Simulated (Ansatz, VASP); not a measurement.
**FeSi3 in VASP and in Ansatz**

File INCAR:

```
PREC = Accurate
ENCUT = 600
EDIFF = 1E-6
ISMEAR = 0
SIGMA = 0.1
LREAL = False
LASPH = True
NELM = 200
ALGO = Normal
ISIF = 2
LWAVE = False
LCHARG = False
ISPIN = 2
MAGMOM = 4 0 0 0
LORBIT = 11
LMAXMIX = 4
GGA = PE
NBANDS = 22
GGA_COMPAT = False
```

Contents of KPOINTS:

```
Automatic mesh
0
Gamma
  4 4 4
```

POSCAR

```
FeSi3
1.0
    4.1248031315      0.0000000000      0.0000000000
    0.0000000000      4.1248031315      0.0000000000
    0.0000000000      0.0000000000      4.1248031315
Fe Si
1 3
Direct
    0.0000000000      0.0000000000      0.0000000000
    0.5000000000      0.0000000000      0.0000000000
    0.0000000000      0.5000000000      0.0000000000
    0.0000000000      0.0000000000      0.5000000000
```

Input for Ansatz:

```yaml
crystal:
  lattice:
    - [4.1248031315, 0.0, 0.0]
    - [0.0, 4.1248031315, 0.0]
    - [0.0, 0.0, 4.1248031315]
  atoms:
    - { symbol: Fe, position: [0.0, 0.0, 0.0], spin: 4.0 }
    - { symbol: Si, position: [0.5, 0.0, 0.0] }
    - { symbol: Si, position: [0.0, 0.5, 0.0] }
    - { symbol: Si, position: [0.0, 0.0, 0.5] }
basis:
  ecutwfc: 420
kpoints:
  mp_grid: { grid: [4, 4, 4] }
hamiltonian:
  xc: pbe
scf:
  occupations: { method: gaussian, width: 0.1 }
  lower_state_search: "off"
output:
  forces: true
  stress: true
  eigenvalues: true
  populations: true
magnetization:
  spin_polarized: true
```

Alike in both runs: task single point; functional PBE; k mesh 4 × 4 × 4; occupations gaussian, width 0.1 eV; collinear spin.

|  | VASP | Ansatz |
| --- | --- | --- |
| version | VASP 6.6.1 | Ansatz 0.2.0 |
| potentials or method | VASP PAW PBE potentials, release 64 (Fe, Si), cutoff 600 eV | scalar-relativistic, plane waves, PAW |
| valence electrons in the cell | 20 | 28 |

```csv
,VASP,Ansatz,Ansatz less VASP
gap on the k mesh at the Fermi level (eV),none,none,-
pressure (GPa),14.9,14.8,-0.14
net moment per atom (μB),0.16,0.16,0.000
size of the moment on the site where the two differ most (μB),0.38,0.38,+0.004
```

Site moments also hang on the region over which each program counts them. A gap of «none» marks a metal or a gap that the smearing closes. VASP's potentials hold 20 valence electrons a cell and Ansatz's 28, so a difference there can come from the potentials and not from the codes.

The k mesh is coarse, so the values compare programs but aren't converged.
